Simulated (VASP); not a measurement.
NiO, 2 atoms in the cell. It takes space group Fm-3m (No. 225, cubic). Conventional cell: a = 4.139 Å, b = 4.139 Å, c = 4.139 Å, α = 90.00°, β = 90.00°, γ = 90.00°. Ni (site symmetry m-3m) has 6 O at 2.07 Å within 2.7 Å. Within 2.7 Å of O (site symmetry m-3m) lie 6 Ni at 2.07 Å. 

- Program: VASP 6.6.1
- Task: single point
- Functional: PBE
- Potentials or basis: VASP PAW PBE potentials, release 64 (Ni, O)
- Cutoff: 520 eV
- k mesh: 11 × 11 × 11
- Occupations: fermi-dirac, width 0.05 eV
- Spin: collinear spin, ferromagnetic start
- Starting moments: [1.0, 0.0] μB
- Dipole correction: no
- Further INCAR settings: ALGO = Normal; EDIFF = 1e-06; NBANDS = 19

Potentials or basis: VASP PAW PBE potentials, release 64 (Ni, O).

Command:

```bash
$ cat potpaw_PBE.64/Ni/POTCAR potpaw_PBE.64/O/POTCAR > POTCAR
$ mpirun -np 1 vasp_std > vasp.out
```

Hardware: 1 thread of Intel(R) Xeon(R) Platinum 8259CL CPU @ 2.50GHz (Skylake/Cascade Lake), with other jobs on the host.

**Question.** How long does it take, and how much memory?

**Answer.** Wall time 29 s on 1 thread of Intel(R) Xeon(R) Platinum 8259CL CPU @ 2.50GHz (Skylake/Cascade Lake), with other jobs on the host, peak memory 0.17 GiB. Counts: scf iterations 16, k points 56.
